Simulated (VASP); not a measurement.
Set up this calculation in VASP 6.6.1, as the native input.

```yaml
Task: single point
Functional: PBE
Potentials_or_basis: VASP PAW PBE potentials, release 64 (Hf_pv)
Cutoff: 520 eV
k_mesh: 3 × 3 × 3
Occupations: fermi-dirac, width 0.05 eV
Spin: no spin polarisation
Dipole_correction: no
Further_INCAR_settings: ALGO = Normal; EDIFF = 1e-06; NBANDS = 44
```

The structure of Hf (a cell with a defect) lies in POSCAR:

```
Hf
1.0
    0.0000000000      4.4991440000      4.4991440000
    4.4991440000      0.0000000000      4.4991440000
    4.4991440000      4.4991440000      0.0000000000
Hf
7
Direct
   -0.0267335298      0.0029967923      0.0255366354
    0.0429621724     -0.0310363482      0.5203349793
    0.0385992313      0.4864526452      0.5289980716
    0.4807106641      0.0313294040     -0.0423975094
    0.5237330701      0.0018840251      0.4746926304
    0.4679235650      0.5182511384     -0.0417362725
    0.6014495202      0.5002349336      0.3972288951
```

The input as run:

INCAR

```
SYSTEM = Hf
PREC     = Accurate       ! precision mode
ENCUT    = 520            ! plane-wave cutoff, eV
EDIFF    = 1E-6           ! SCF threshold, eV
ISMEAR   = -1             ! smearing method
SIGMA    = 0.05           ! smearing width, eV
LREAL    = .False.        ! projectors in reciprocal space
LASPH    = .True.         ! aspherical terms in the spheres
NELM     = 60             ! most SCF steps
ALGO     = Normal         ! electronic algorithm
ISIF     = 2              ! what is computed and relaxed
LWAVE    = .False.        ! write WAVECAR
LCHARG   = .False.        ! write CHGCAR
GGA      = PE             ! functional
NBANDS   = 44             ! bands
```

KPOINTS

```
Automatic mesh
0
Gamma
  3 3 3
  0 0 0
```

Potentials or basis: VASP PAW PBE potentials, release 64 (Hf_pv).

Run with:

```sh
$ cat potpaw_PBE.64/Hf_pv/POTCAR > POTCAR
$ mpirun -np 1 vasp_std > vasp.out
```

Results of the run:

```yaml
Pressure: -7.3 GPa
Largest_force: 0.199 eV/Å
Band_gap_on_the_k_mesh: zero (band 35 reaches 4.43 eV, above the bottom of band 36 at 3.60 eV)
```

Caveat: the k points lie up to 0.40 Å⁻¹ apart; spin-orbit coupling is left out, which moves the levels of the heavy elements.

Run time: 96 s on 1 thread of Intel(R) Xeon(R) 6975P-C (Granite Rapids), on a shared host, peak memory 0.34 GiB.
